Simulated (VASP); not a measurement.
# TePt (R-3m) in VASP: single point with LDA

Aim: the single point of TePt with LDA.

All numbers are computed with VASP 6.6.1; they aren't measurements. Logs are shortened: lines on timing, memory, paths and dates and some standing lists are left out, and cuts for length are marked.

### 1 The cell of the first run

Symmetry: R-3m, No. 166, trigonal system. Conventional cell: a = 3.738 Å, b = 3.738 Å, c = 18.701 Å, α = 90.00°, β = 90.00°, γ = 120.00°. Te (site symmetry 3m) has 6 Pt at 2.45 to 3.33 Å and 3 Te at 3.33 Å within 3.4 Å. Pt (site symmetry 3m) has 3 Te at 2.45 Å and 3 Pt at 2.56 Å within 3.2 Å.

### 2 Single point, LDA

Input file INCAR:

```
SYSTEM = TePt
ALGO = Normal ; EDIFF = 1E-6
ENCUT = 520 ; ISIF = 2
ISMEAR = 0 ; LASPH = .True.
LCHARG = .True. ; LELF = .True.
LREAL = .False. ; LVHAR = .True.
LWAVE = .False. ; NBANDS = 24
NELM = 60 ; PREC = Accurate
SIGMA = 0.15
```

Input file KPOINTS:

```
k-points
0
Gamma
  12 12 12
  0 0 0
```

Input file POSCAR:

```
TePt
1.0
    1.8691000000      1.0791253881      6.2338333333
   -1.8691000000      1.0791253881      6.2338333333
    0.0000000000     -2.1582507763      6.2338333333
Te Pt
2 2
Direct
    0.5989427129      0.5989427129      0.5989427129
    0.4010572871      0.4010572871      0.4010572871
    0.8699224754      0.8699224754      0.8699224754
    0.1300775246      0.1300775246      0.1300775246
```

Potentials or basis: VASP PAW LDA potentials, release 64 (Te, Pt).

Command:

```console
cat potpaw_LDA.64/Te/POTCAR potpaw_LDA.64/Pt/POTCAR > POTCAR
mpirun -np 1 vasp_std > vasp.out
```

OUTCAR:

```text
SYSTEM = TePt
   EDIFF = 1E-6
   ENCUT = 520
   ISIF = 2
   ISMEAR = 0
   LASPH = .True.
   LREAL = .False.
   NELM = 60
   PREC = Accurate

 ion  position               nearest neighbor table
   1  0.599  0.599  0.599-   3 2.45   3 2.45   3 2.45   2 3.33   2 3.33   2 3.33   4 3.33   4 3.33
                             4 3.33
   2  0.401  0.401  0.401-   4 2.45   4 2.45   4 2.45   1 3.33   1 3.33   1 3.33   3 3.33   3 3.33
                             3 3.33
   3  0.870  0.870  0.870-   1 2.45   1 2.45   1 2.45   4 2.56   4 2.56   4 2.56   2 3.33   2 3.33
                             2 3.33
   4  0.130  0.130  0.130-   2 2.45   2 2.45   2 2.45   3 2.56   3 2.56   3 2.56   1 3.33   1 3.33
                             1 3.33

  LATTYP: Found a trigonal (rhomboedric) cell.
 ALAT       =     6.5968723226
 COS(alpha) =     0.8394468195

  Lattice vectors:

 A1 = (   1.8691000000,   1.0791253881,   6.2338333333)
 A2 = (  -1.8691000000,   1.0791253881,   6.2338333333)
 A3 = (   0.0000000000,  -2.1582507763,   6.2338333333)

Analysis of symmetry for initial positions (statically):
=====================================================================
 Subroutine PRICEL returns:
 Original cell was already a primitive cell.

 Routine SETGRP: Setting up the symmetry group for a
 trigonal (rhombohedral) supercell.

 Subroutine GETGRP returns: Found 12 space group operations
 (whereof 12 operations were pure point group operations)
 out of a pool of 12 trial point group operations.

The static configuration has the point symmetry D_3d.

Analysis of symmetry for dynamics (positions and initial velocities):
=====================================================================
 Subroutine PRICEL returns:
 Original cell was already a primitive cell.

 Routine SETGRP: Setting up the symmetry group for a
 trigonal (rhombohedral) supercell.

 Subroutine GETGRP returns: Found 12 space group operations
 (whereof 12 operations were pure point group operations)
 out of a pool of 12 trial point group operations.

The dynamic configuration has the point symmetry D_3d.

 Subroutine INISYM returns: Found 12 space group operations
 (whereof 12 operations are pure point group operations),
 and found     1 'primitive' translations

----------------------------------------------------------------------------------------

                                     Primitive cell

  volume of cell :      75.4416

  direct lattice vectors                    reciprocal lattice vectors
     1.869100000  1.079125388  6.233833333     0.267508427  0.154446062  0.053471647
    -1.869100000  1.079125388  6.233833333    -0.267508427  0.154446062  0.053471647
     0.000000000 -2.158250776  6.233833333     0.000000000 -0.308892124  0.053471647

  length of vectors
     6.596872323  6.596872323  6.596872323     0.313486142  0.313486142  0.313486142

  position of ions in fractional coordinates (direct lattice)
     0.598942713  0.598942713  0.598942713
     0.401057287  0.401057287  0.401057287
     0.869922475  0.869922475  0.869922475
     0.130077525  0.130077525  0.130077525

  ion indices of the primitive-cell ions
   primitive index   ion index
                 1           1
                 2           2
                 3           3
                 4           4

----------------------------------------------------------------------------------------

 KPOINTS: k-points

Automatic generation of k-mesh.
 Grid dimensions read from file:
 generate k-points for:   12   12   12

 Generating k-lattice:

  Cartesian coordinates                     Fractional coordinates (reciprocal lattice)
     0.022292369  0.012870505  0.004455971     0.083333333 -0.000000000  0.000000000
    -0.022292369  0.012870505  0.004455971    -0.000000000  0.083333333  0.000000000
     0.000000000 -0.025741010  0.004455971     0.000000000  0.000000000  0.083333333

  Length of vectors
     0.026123845  0.026123845  0.026123845

  Shift w.r.t. Gamma in fractional coordinates (k-lattice)
     0.000000000  0.000000000  0.000000000

 Subroutine IBZKPT returns following result:
 ===========================================

 Found    189 irreducible k-points:

 Following reciprocal coordinates:
            Coordinates               Weight
  0.000000  0.000000  0.000000      1.000000
  0.083333  0.000000  0.000000      6.000000
  0.166667  0.000000  0.000000      6.000000
  0.250000  0.000000  0.000000      6.000000
  0.333333  0.000000  0.000000      6.000000
  0.416667  0.000000  0.000000      6.000000
[... 16 lines left out ...]
  0.500000  0.166667  0.000000     12.000000
 -0.416667  0.166667 -0.000000     12.000000
 [... further k-points ...]
   k-points           NKPTS =    189   k-points in BZ     NKDIM =    189   number of bands    NBANDS=     24
   number of dos      NEDOS =    301   number of ions     NIONS =      4
   total plane-waves  NPLWV = 125000
   dimension x,y,z NGX =    50 NGY =   50 NGZ =   50
   dimension x,y,z NGXF=   100 NGYF=  100 NGZF=  100
   ions per type =               2   2
   NGX,Y,Z   is equivalent  to a cutoff of  12.60, 12.60, 12.60 a.u.
   NGXF,Y,Z  is equivalent  to a cutoff of  25.20, 25.20, 25.20 a.u.
 SYSTEM =  TePt
   PREC   = accura    normal or accurate (medium, high low for compatibility)
   ISTART =      0    job   : 0-new  1-cont  2-samecut
   ICHARG =      2    charge: 1-file 2-atom 10-const
   ISPIN  =      1    spin polarized calculation?
   LNONCOLLINEAR =      F non collinear calculations
   LSORBIT =      F    spin-orbit coupling
   LASPH  =      T    aspherical Exc in radial PAW
   ENCUT  =  520.0 eV  38.22 Ry    6.18 a.u.  12.27 12.27 12.27*2*pi/ulx,y,z
   NELM   =     60;   NELMIN=  2; NELMDL= -5     # of ELM steps
   EDIFF  = 0.1E-05   stopping-criterion for ELM
   LREAL  =      F    real-space projection
   EDIFFG = 0.1E-04   stopping-criterion for IOM
   NSW    =      0    number of steps for IOM
   IBRION =     -1    ionic relax: 0-MD 1-quasi-New 2-CG
   NFREE  =      0    steps in history (QN), initial steepest desc. (CG)
   ISIF   =      2    stress and relaxation
   ISYM   =      2    0-nonsym 1-usesym 2-fastsym
   POTIM  = 0.5000    time-step for ionic-motion
   TEBEG  =    0.0;   TEEND  =   0.0 temperature during run
   PSTRESS=    0.0 pullay stress
   NELECT =      32.0000    total number of electrons
   NUPDOWN=      -1.0000    fix difference up-down
   EMIN   =  10.00;   EMAX   =-10.00  energy-range for DOS
   EFERMI =   0.00;   METHOD = LEGACY
   ISMEAR =     0;   SIGMA  =   0.15  broadening in eV -4-tet -1-fermi 0-gaus
   EFERMI_NEDOS =   21; number of points for ismear=-14 and -15
   IALGO  =     38    algorithm
   IMIX   =      4    mixing-type and parameters
     AMIX     =   0.40;   BMIX     =  1.00
     AMIX_MAG =   1.60;   BMIX_MAG =  1.00
  volume/ion in A,a.u.               =      18.86       127.28
  Fermi-wavevector in a.u.,A,eV,Ry     =   1.230046  2.324449 20.585779  1.513012
  Thomas-Fermi vector in A             =   2.364909
   LORBIT       =      0    0 simple, 1 ext, 2 COOP (PROOUT), +10 PAW based schemes
   GGA     = CA    functional components
   LHFCALC =     F    Hartree Fock is set to
   AEXX    =    0.0000 exact exchange contribution
   IVDW    =     0    specifies the selected vdW correction
   LEPSILON=     F    determine dielectric tensor
   LRPA    =     F    only Hartree local field effects (RPA)
 non-spin polarized calculation
 Gauss-broadening in eV      SIGMA  =   0.15
  energy-cutoff  :      520.00
  volume of cell :       75.44
 maximum number of plane-waves:      2050
 NGX is ok and might be reduce to    50
   NGX = 25   NGY = 25   NGZ = 25

 number of electron      32.0000002 magnetization

 Free energy of the ion-electron system (eV)
  ---------------------------------------------------
  ext. energy  EPLUGINS =         0.00000000
  ---------------------------------------------------
  free energy    TOTEN  =       -22.92272169 eV

  energy without entropy =      -22.90736804  energy(sigma->0) =      -22.91504486

 E-fermi :  11.3224     XC(G=0): -12.0204

 val. band max:       11.3208099032   @ k =   0.4167   0.4167   0.1667
 cond. band min:      11.3265436638   @ k =  -0.3333  -0.4167   0.0833
 fundamental gap:      0.0057337606
 Fermi energy:        11.3224262318

 k-point     1 :       0.0000    0.0000    0.0000
  band No.  band energies     occupation
      1      -3.5819      2.00000
      2      -1.3441      2.00000
      3       3.0237      2.00000
      4       4.3522      2.00000
      5       4.3522      2.00000
      6       5.1277      2.00000
[... 16 lines left out ...]
     23      18.0350      0.00000
     24      19.1801      0.00000

 k-point     2 :       0.0833    0.0000    0.0000
  band No.  band energies     occupation
      1      -3.4858      2.00000
      2      -1.3200      2.00000
      3       3.1093      2.00000
      4       4.3689      2.00000
      5       4.4130      2.00000
      6       5.0533      2.00000
[... 16 lines left out ...]
     23      18.3026      0.00000
     24      18.3216      0.00000

 k-point     3 :       0.1667    0.0000    0.0000
  band No.  band energies     occupation
      1      -3.2091      2.00000
      2      -1.2416      2.00000
      3       3.3123      2.00000
      4       4.4365      2.00000
      5       4.4897      2.00000
      6       4.9234      2.00000
[... 16 lines left out ...]
     23      18.4110      0.00000
     24      18.9011      0.00000
[... 514 lines left out ...]
 k-point    23 :       0.5000    0.1667    0.0000
  band No.  band energies     occupation
      1      -1.6517      2.00000
      2      -0.8709      2.00000
      3       3.5031      2.00000
      4       3.7792      2.00000
      5       4.9725      2.00000
      6       5.3538      2.00000
[... 16 lines left out ...]
     23      19.1639      0.00000
     24      20.7108      0.00000

 k-point    24 :      -0.4167    0.1667   -0.0000
  band No.  band energies     occupation
      1      -1.4877      2.00000
      2      -0.8347      2.00000
      3       3.5273      2.00000
      4       3.7053      2.00000
      5       4.9905      2.00000
      6       5.3355      2.00000
[... 16 lines left out ...]
     23      19.3404      0.00000
     24      21.3890      0.00000

 [... further k-points ...]

------------------------ aborting loop because EDIFF is reached ----------------------------------------

  FORCE on cell =-STRESS in cart. coord.  units (eV):
  Direction    XX          YY          ZZ          XY          YZ          ZX
  --------------------------------------------------------------------------------------
  -------------------------------------------------------------------------------------
  Total       16.8238857     16.8238857     12.6034015      0.0000000     -0.0000000      0.0000000
  in kB      357.2942331    357.2942331    267.6624633      0.0000000     -0.0000000      0.0000000
  external PRESSURE =     327.4169765 kB  Pullay stress =       0.0000000 kB

 VOLUME and BASIS-vectors are now :
 -----------------------------------------------------------------------------
  energy-cutoff  :      520.00
  volume of cell :       75.44
      direct lattice vectors                 reciprocal lattice vectors
     1.869100000  1.079125388  6.233833333     0.267508427  0.154446062  0.053471647
    -1.869100000  1.079125388  6.233833333    -0.267508427  0.154446062  0.053471647
     0.000000000 -2.158250776  6.233833333     0.000000000 -0.308892124  0.053471647

 POSITION                                       TOTAL-FORCE (eV/Angst)
 -----------------------------------------------------------------------------------
      0.00000     -0.00000     11.20113         0.000000     -0.000000      2.532731
      0.00000     -0.00000      7.50037         0.000000      0.000000     -2.532731
      0.00000     -0.00000     16.26886         0.000000     -0.000000      0.144358
      0.00000     -0.00000      2.43264         0.000000      0.000000     -0.144358
 -----------------------------------------------------------------------------------
    total drift:                                0.000000     -0.000000     -0.000000

  FREE ENERGIE OF THE ION-ELECTRON SYSTEM (eV)
  ---------------------------------------------------
  free  energy   TOTEN  =       -22.9227216893 eV

  energy  without entropy=      -22.9073680369  energy(sigma->0) =      -22.91504486
```

Wall time 24 min (1 thread of Intel Xeon 8259CL, shared host); peak memory 0.5 GiB.

Results:

```
Free energy            : -22.9227 eV
Pressure               : 32.7 GPa
Largest force          : 2.533 eV/Å
Band gap on the k mesh : zero (bands 16 and 17 overlap by 3.32 eV)
```

Forces on the atoms (eV/Å):
```
Te   0.000  0.000  2.533
Te   0.000  0.000 -2.533
Pt   0.000  0.000  0.144
Pt   0.000  0.000 -0.144
```

Stress tensor (GPa, compression positive):
```
35.73  0.00  0.00
 0.00 35.73  0.00
 0.00  0.00 26.77
```

Caveat: the cell stands under pressure; spin-orbit coupling is left out, which moves the levels of the heavy elements; forces of over 1 eV/Å act on the atoms, so gaps and moduli don't describe the material at rest.
